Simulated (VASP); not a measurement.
**BaZrO3: relaxation of cell and atoms with PBE**

The system is BaZrO3.

```
CELL_PARAMETERS angstrom
4.19134 0.00000 0.00000
0.00000 4.19134 0.00000
0.00000 0.00000 4.19134
ATOMIC_POSITIONS crystal
Ba 0.00000 0.00000 0.00000
Zr 0.50000 0.50000 0.50000
O 0.50000 0.50000 0.00000
O 0.50000 0.00000 0.50000
O 0.00000 0.50000 0.50000
```

```yaml
Program: VASP 6.6.1
Task: relaxation of cell and atoms
Functional: PBE
Potentials_or_basis: VASP PAW PBE potentials, release 64 (Ba_sv, Zr_sv, O)
Cutoff: 600 eV
k_mesh: 6 × 6 × 6
Occupations: fermi-dirac, width 0.05 eV
Spin: no spin polarisation
Target_pressure: 30 GPa
Dipole_correction: no
Further_INCAR_settings: ALGO = Normal; EDIFF = 1e-07; IBRION = 2; EDIFFG = -0.01; NSW = 60; ISIF = 3
```

```
Relaxed volume                                             : 13.13 Å³/atom
Relaxed cell                                               : a = 4.034 Å, b = 4.034 Å, c = 4.034 Å, α = 90.00°, β = 90.00°, γ = 90.00°
Space group after relaxing (to 0.1 Å)                      : Pm-3m (No. 221)
Energy change on relaxing (the run minimises the enthalpy) : +162.1 meV/atom
Ionic steps                                                : 5
Pressure after relaxing                                    : 30.0 GPa
Band gap on the k mesh                                     : 3.42 eV (least direct gap 3.46 eV)
```

Step by step:
| step | energy change (eV) | largest force (eV/Å) | pressure (GPa) | volume (Å³) |
| --- | --- | --- | --- | --- |
| 1 | 0.0000 | 0.0000 | 4.94 | 73.63 |
| 2 | 7.1275 | 0.0000 | 133.71 | 51.71 |
| 3 | 0.6987 | 0.0000 | 27.50 | 66.27 |
| 4 | 0.7824 | 0.0000 | 29.41 | 65.80 |
| 5 | 0.8104 | 0.0000 | 30.03 | 65.65 |

Final structure:
```
CELL_PARAMETERS angstrom
4.03409 0.00000 0.00000
0.00000 4.03409 0.00000
0.00000 0.00000 4.03409
ATOMIC_POSITIONS crystal
Ba 0.00000 0.00000 0.00000
Zr 0.50000 0.50000 0.50000
O 0.50000 0.50000 0.00000
O 0.50000 0.00000 0.50000
O 0.00000 0.50000 0.50000
```

Levels at points of the mesh, in eV from the valence-band top:
```
           k point  band 17  band 18  band 19  band 20  band 21  band 22  band 23  band 24
(0.00, 0.00, 0.00)    -1.17    -0.05    -0.05    -0.05     3.42     3.42     3.42     4.79
(0.50, 0.00, 0.00)    -1.89    -1.89    -0.21    -0.21     3.99     6.49     6.49     6.87
(0.50, 0.50, 0.00)    -0.90    -0.90    -0.44    -0.09     6.44     6.44     7.09     7.21
(0.50, 0.50, 0.50)    -2.55     0.00     0.00     0.00     6.45     6.45     6.45     8.04
```

Run time: 4.4 min on 1 thread of Intel Xeon 8259CL, on a shared host, peak memory 0.24 GiB.

Caveat: the cell is relaxed towards a set pressure, so the run minimises the enthalpy, not the energy; spin-orbit coupling is left out, which moves the levels of the heavy elements. A k mesh can miss the band edges.
